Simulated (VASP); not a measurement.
# Si62P (a cell with a defect) in VASP: single point with PBE+D3(BJ)

Aim: the single point of Si62P (a cell with a defect) with PBE+D3(BJ).

Everything below comes from runs of VASP 6.6.1. Logs are shortened: lines on timing, memory, paths and dates and some standing lists are left out, and cuts for length are marked.

## Step 1: The cell of the first run

The cell holds a defect, 63 atoms: a = 10.860 Å, b = 10.860 Å, c = 10.860 Å, α = 90.00°, β = 90.00°, γ = 90.00°.

## Step 2: Single point, PBE+D3(BJ), collinear spin

Input file INCAR:

```
SYSTEM = Si62P
PREC = Accurate ; ENCUT = 520
EDIFF = 1E-6 ; ISMEAR = 0
SIGMA = 0.02 ; LREAL = Auto
LASPH = .True. ; NELM = 150
ALGO = Normal ; ISIF = 2
LWAVE = .False. ; LCHARG = .True.
ISPIN = 2 ; MAGMOM = 0 0 0 0 0 0 0 0 0 0 0 0 0 0 0 0 0 0 0 0 0 0 0 0 0 0 0 0 0 0 0 0 0 0 0 0 0 0 0 0 0 0 0 0 0 0 0 0 0 0 0 0 0 0 0 0 0 0 0 0 0 0 1
LORBIT = 11 ; GGA = PE
IVDW = 12 ; LELF = .True.
LVHAR = .True. ; NBANDS = 168
NELECT = 251.0
```

Input file KPOINTS:

```
Automatic mesh
0
Gamma
  1 1 1
  0 0 0
```

Input file POSCAR:

```
Si62P
1.0
   10.8600000000      0.0000000000      0.0000000000
    0.0000000000     10.8600000000      0.0000000000
    0.0000000000      0.0000000000     10.8600000000
Si P
62 1
Direct
    0.5016141665      0.0016341385     -0.0030919931
    0.6253298925      0.1253638977      0.1253496770
    0.7506226693      0.2506434962     -0.0007254405
    0.8746262145      0.3746879983      0.1289782568
    0.7512384728     -0.0022056154      0.2505556222
    0.8740881132      0.1228684130      0.3762657340
    0.0039989229     -0.0019377800      0.0005241655
    0.1251216466      0.1256273259      0.1252632796
    0.2504580437      0.2505804220     -0.0000587788
    0.3706224067      0.3792649107      0.1241688820
    0.4980639621      0.5039603856      0.0005476444
    0.6255510457      0.6251417926      0.1252981143
    0.7505292751      0.7504799141     -0.0000249438
    0.8792342086      0.8706548103      0.1241471423
    0.2498813983     -0.0018870306      0.2464263428
    0.3736598882      0.1239771283      0.3736062692
    0.4977438701      0.2512560489      0.2505394207
    0.6227649353      0.3741499968      0.3762617399
    0.7476078472      0.4990568804      0.2513881284
    0.8745739914      0.6214680254      0.3758167962
    0.5011217371      0.0011705870      0.4983469117
    0.6253122888      0.1253121125      0.6251010217
    0.7499379882      0.2500243632      0.5003707905
    0.8740730653      0.3741140117      0.6275527608
    0.7520595374      0.0011283340      0.7492797111
    0.8768027166      0.1239254385      0.8767536992
    0.0011302610      0.5011431026      0.0087335690
    0.3738374711      0.8738560005      0.1178655023
   -0.0009907517      0.2476630500      0.2513525727
    0.1213682386      0.3746799215      0.3757698728
    0.2414558444      0.5013018657      0.2492310403
    0.3706665360      0.6263139945      0.3712590479
    0.4980477606      0.7498996763      0.2464606434
    0.6239136357      0.8737280019      0.3735882411
   -0.0001781306     -0.0021270433      0.4991675401
    0.1250896791      0.1253864313      0.6250546792
    0.2511121974      0.2507088895      0.4997431022
    0.3737005859      0.3768401827      0.6264251417
    0.4978040374      0.4999075833      0.4991808506
    0.6253532582      0.6251279673      0.6250711234
    0.7506102292      0.7512098024      0.4997954924
    0.8768406203      0.8737316660      0.6264562819
    0.2535170941      0.0016530533      0.7488048412
    0.3762897295      0.1271528528      0.8741457836
    0.5011249645      0.2520755615      0.7492440615
    0.6239215180      0.3768071056      0.8767276752
    0.7511987636      0.4998371392      0.7526013642
    0.8791609832      0.6263376574      0.8796834954
    0.0012478312      0.7414661875      0.2492737159
    0.1262645442      0.8707496158      0.3712516039
   -0.0010202284      0.4990581702      0.5027849641
    0.1251134262      0.6251511907      0.6248085659
    0.2504606782      0.7505350489      0.4999006892
    0.3763025088      0.8763100148      0.6233144981
   -0.0002131084      0.2512083425      0.7525866077
    0.1262700412      0.3791752050      0.8796503250
    0.2498851056      0.5039839177      0.7523011425
    0.3737862621      0.6325071674      0.8766299222
    0.5015653207      0.7534883415      0.7488518745
    0.6271127100      0.8762753232      0.8741416967
    0.0039890970      0.7499179746      0.7523262975
    0.1325830600      0.8738398632      0.8765711703
    0.2488239223      0.7488381692      0.0016232503
```

Potentials or basis: VASP PAW PBE potentials, release 64 (Si, P).

Launch:

```sh
$ cat potpaw_PBE.64/Si/POTCAR potpaw_PBE.64/P/POTCAR > POTCAR
$ mpirun -np 1 vasp_gam > vasp.out
```

OUTCAR:

```text
SYSTEM = Si62P
   PREC = Accurate
   ENCUT = 520
   EDIFF = 1E-6
   ISMEAR = 0
   LREAL = Auto
   LASPH = .True.
   NELM = 150
   ISIF = 2
   ISPIN = 2
   LORBIT = 11
   GGA = PE
   IVDW = 12
   NELECT = 251.0
 IVDW          = 12

 ion  position               nearest neighbor table
   1  0.502  0.002  0.997-  44 2.34  60 2.34   2 2.36  28 2.36
   2  0.625  0.125  0.125-   1 2.36   3 2.36  17 2.37   5 2.37
   3  0.751  0.251  0.999-  46 2.35  26 2.35   2 2.36   4 2.37
   4  0.875  0.375  0.129-  27 2.34  29 2.34  19 2.34   3 2.37
   5  0.751  0.998  0.251-   6 2.34  34 2.35   2 2.37  14 2.39
   6  0.874  0.123  0.376-  35 2.34   5 2.34  29 2.35  23 2.35
[... 43 lines left out ...]
  50  0.126  0.871  0.371-  53 2.34  15 2.36  49 2.36  35 2.39
  51  0.999  0.499  0.503-  30 2.34  20 2.34  52 2.35  24 2.35
  52  0.125  0.625  0.625-  61 2.34  57 2.34  51 2.35  53 2.36
  53  0.250  0.751  0.500-  50 2.34  32 2.34  54 2.35  52 2.36
  54  0.376  0.876  0.623-  43 2.34  59 2.34  21 2.35  53 2.35
  55  1.000  0.251  0.753-  24 2.34  26 2.35  36 2.37  56 2.39
  56  0.126  0.379  0.880-   9 2.34  57 2.36  27 2.36  55 2.39
  57  0.250  0.504  0.752-  52 2.34  56 2.36  58 2.36  38 2.36
  58  0.374  0.633  0.877-  63 2.30  59 2.36  11 2.36  57 2.36
  59  0.502  0.753  0.749-  54 2.34  60 2.34  40 2.36  58 2.36
  60  0.627  0.876  0.874-   1 2.34  59 2.34  25 2.35  13 2.35
  61  0.004  0.750  0.752-  52 2.34  48 2.36  62 2.36  42 2.36
  62  0.133  0.874  0.877-  63 2.30  43 2.36   7 2.36  61 2.36
  63  0.249  0.749  0.002-  28 2.30  58 2.30  62 2.30

  LATTYP: Found a simple cubic cell.
 ALAT       =    10.8600000000

  Lattice vectors:

 A1 = (  10.8600000000,   0.0000000000,   0.0000000000)
 A2 = (   0.0000000000,  10.8600000000,   0.0000000000)
 A3 = (   0.0000000000,   0.0000000000,  10.8600000000)

Analysis of symmetry for initial positions (statically):
=====================================================================
 Subroutine PRICEL returns:
 Original cell was already a primitive cell.

 Routine SETGRP: Setting up the symmetry group for a
 simple cubic supercell.

 Subroutine GETGRP returns: Found  1 space group operations
 (whereof  1 operations were pure point group operations)
 out of a pool of 48 trial point group operations.

The static configuration has the point symmetry C_1 .

Analysis of symmetry for dynamics (positions and initial velocities):
=====================================================================
 Subroutine PRICEL returns:
 Original cell was already a primitive cell.

 Routine SETGRP: Setting up the symmetry group for a
 simple cubic supercell.

 Subroutine GETGRP returns: Found  1 space group operations
 (whereof  1 operations were pure point group operations)
 out of a pool of 48 trial point group operations.

The dynamic configuration has the point symmetry C_1 .

[... 257 lines left out ...]
  energy without entropy =     -344.96921007  energy(sigma->0) =     -344.96926946

 E-fermi :   5.8524     XC(G=0):  -9.3015

 val. band max:        5.8097388519   @ k =   0.0000   0.0000   0.0000
 cond. band min:       5.8950979398   @ k =   0.0000   0.0000   0.0000
 fundamental gap:      0.0853590878
 Fermi energy:         5.8524183958

 spin component 1

 k-point     1 :       0.0000    0.0000    0.0000
  band No.  band energies     occupation
      1      -6.3556      1.00000
      2      -5.8047      1.00000
      3      -5.1483      1.00000
      4      -5.1482      1.00000
      5      -5.1408      1.00000
      6      -5.1408      1.00000
[... 129 lines left out ...]
    136       6.8711      0.00000
    137       6.8712      0.00000
 Fermi energy:         5.8524183958

 spin component 2

 k-point     1 :       0.0000    0.0000    0.0000
  band No.  band energies     occupation
      1      -6.3276      1.00000
      2      -5.7669      1.00000
      3      -5.1336      1.00000
      4      -5.1335      1.00000
      5      -5.1273      1.00000
      6      -5.1272      1.00000
[... 129 lines left out ...]
    136       6.8788      0.00000
    137       6.8788      0.00000
 [bands above 137 left out]

------------------------ aborting loop because EDIFF is reached ----------------------------------------

 Edisp (eV)  -19.87082

 E6    (eV) :   -11.6453

 E8    (eV) :    -8.2255

  FORCE on cell =-STRESS in cart. coord.  units (eV):
  Direction    XX          YY          ZZ          XY          YZ          ZX
  --------------------------------------------------------------------------------------
  -------------------------------------------------------------------------------------
  Total     -24.09442   -24.09558   -24.07863     3.15948    -3.15367    -3.15937
  in kB     -30.13961   -30.14106   -30.11985     3.95218    -3.94492    -3.95204
  external pressure =      -30.13 kB  Pullay stress =        0.00 kB

 VOLUME and BASIS-vectors are now :
 -----------------------------------------------------------------------------
  energy-cutoff  :      520.00
  volume of cell :     1280.82
      direct lattice vectors                 reciprocal lattice vectors
    10.860000000  0.000000000  0.000000000     0.092081031  0.000000000  0.000000000
     0.000000000 10.860000000  0.000000000     0.000000000  0.092081031  0.000000000
     0.000000000  0.000000000 10.860000000     0.000000000  0.000000000  0.092081031

 POSITION                                       TOTAL-FORCE (eV/Angst)
 -----------------------------------------------------------------------------------
      5.44753      0.01775     10.82642         0.006605      0.005098      0.005966
      6.79108      1.36145      1.36130        -0.005132     -0.005557     -0.010665
      8.15176      2.72199     10.85212         0.011674      0.011260     -0.003096
      9.49844      4.06911      1.40070         0.000485     -0.000169      0.006308
      8.15845     10.83605      2.72103         0.012954     -0.002104      0.007476
      9.49260      1.33435      4.08625         0.003077     -0.004445     -0.001733
[... 55 lines left out ...]
      1.43985      9.48990      9.51956         0.002582     -0.008389      0.008622
      2.70223      8.13238      0.01763         0.021799      0.023541     -0.026510
 -----------------------------------------------------------------------------------
    total drift:                               -0.003153     -0.001278     -0.015826

  FREE ENERGIE OF THE ION-ELECTRON SYSTEM (eV)
  ---------------------------------------------------
  free  energy   TOTEN  =      -364.8401521163 eV

  energy  without entropy=     -364.8400333373  energy(sigma->0) =     -364.84009273

 total charge

# of ion       s       p       d       tot
------------------------------------------
    1        0.742   0.949   0.000   1.690
    2        0.747   0.931   0.000   1.677
    3        0.742   0.935   0.000   1.677
    4        0.740   0.949   0.000   1.689
    5        0.745   0.930   0.000   1.675
    6        0.738   0.955   0.000   1.693
[... 55 lines left out ...]
   62        0.738   0.918   0.000   1.656
   63        1.045   1.454   0.000   2.500
--------------------------------------------------
tot         47.053  59.675   0.000 106.728

 magnetization (x)

# of ion       s       p       d       tot
------------------------------------------
    1        0.000   0.012   0.000   0.013
    2        0.000   0.007   0.000   0.008
    3        0.000   0.008   0.000   0.008
    4        0.000   0.009   0.000   0.010
    5        0.000   0.006   0.000   0.006
    6        0.000   0.005   0.000   0.005
[... 55 lines left out ...]
   62       -0.000   0.008   0.000   0.008
   63        0.009   0.053   0.000   0.062
--------------------------------------------------
tot          0.021   0.436   0.000   0.457
```

Wall time 17 min (1 thread of Intel Xeon 8259CL, shared host); peak memory 1.5 GiB.

What came out:

```yaml
Free_energy: -364.8402 eV
Largest_force: 0.042 eV/Å
Net_moment: 1.00 μB per cell
Site_moments: Si +0.01, +0.00, +0.02 (each value once); P +0.06 μB
Valence_electrons_inside_the_program's_atomic_spheres: Si 1.69, 1.68, 1.70, 1.62, 1.66 (each value once); P 2.50
Dispersion_energy_per_atom: -0.315 eV
```

Forces in eV/Å, atoms in the order of the input:
```
Si   0.007  0.005  0.006
Si  -0.005 -0.006 -0.011
Si   0.012  0.011 -0.003
Si   0.000  0.000  0.006
Si   0.013 -0.002  0.007
Si   0.003 -0.004 -0.002
Si   0.007 -0.002  0.006
Si  -0.004 -0.023  0.004
Si   0.009 -0.008 -0.008
Si  -0.005  0.008 -0.004
Si  -0.002  0.008  0.005
Si  -0.019 -0.004  0.003
Si  -0.009  0.009 -0.009
Si   0.011 -0.005  0.000
Si  -0.006 -0.003 -0.008
Si   0.004 -0.017 -0.006
Si  -0.002  0.013  0.010
Si  -0.003  0.003 -0.002
Si   0.006  0.005 -0.004
Si   0.003 -0.009 -0.002
Si   0.002  0.002  0.005
Si  -0.005 -0.005  0.002
Si  -0.004 -0.004  0.009
Si   0.003  0.003  0.006
Si  -0.004  0.004 -0.001
Si   0.004 -0.016 -0.006
Si  -0.008 -0.005 -0.004
Si  -0.009 -0.008 -0.001
Si   0.005  0.006 -0.003
Si  -0.007  0.002 -0.002
Si   0.004 -0.007  0.008
Si  -0.006  0.003 -0.010
Si  -0.002 -0.004 -0.009
Si  -0.016  0.004 -0.005
Si  -0.008 -0.001 -0.013
Si   0.007 -0.007  0.004
Si   0.004  0.008 -0.010
Si   0.005  0.006  0.018
Si   0.000 -0.010 -0.014
Si  -0.009  0.006  0.006
Si   0.011  0.004 -0.010
Si   0.004  0.006  0.017
Si  -0.007  0.006 -0.006
Si  -0.008  0.000  0.008
Si   0.003 -0.004 -0.001
Si  -0.016  0.005 -0.005
Si   0.015 -0.007  0.002
Si   0.008 -0.001  0.005
Si  -0.007  0.009  0.005
Si   0.002 -0.006 -0.012
Si   0.004  0.004 -0.005
Si  -0.004 -0.006  0.021
Si   0.009  0.010  0.011
Si  -0.008 -0.007  0.001
Si  -0.008  0.015  0.002
Si   0.002  0.008  0.005
Si  -0.006  0.008  0.002
Si  -0.007  0.006  0.006
Si   0.007 -0.007 -0.007
Si  -0.002 -0.007  0.009
Si   0.008 -0.005  0.002
Si   0.003 -0.008  0.009
P    0.022  0.024 -0.027
```

Caveat: the k points lie up to 0.58 Å⁻¹ apart; the cell carries a net charge on a neutralising background, which shifts energy and pressure; the cell is charged against a uniform background, so pressure and absolute levels hang on convention.
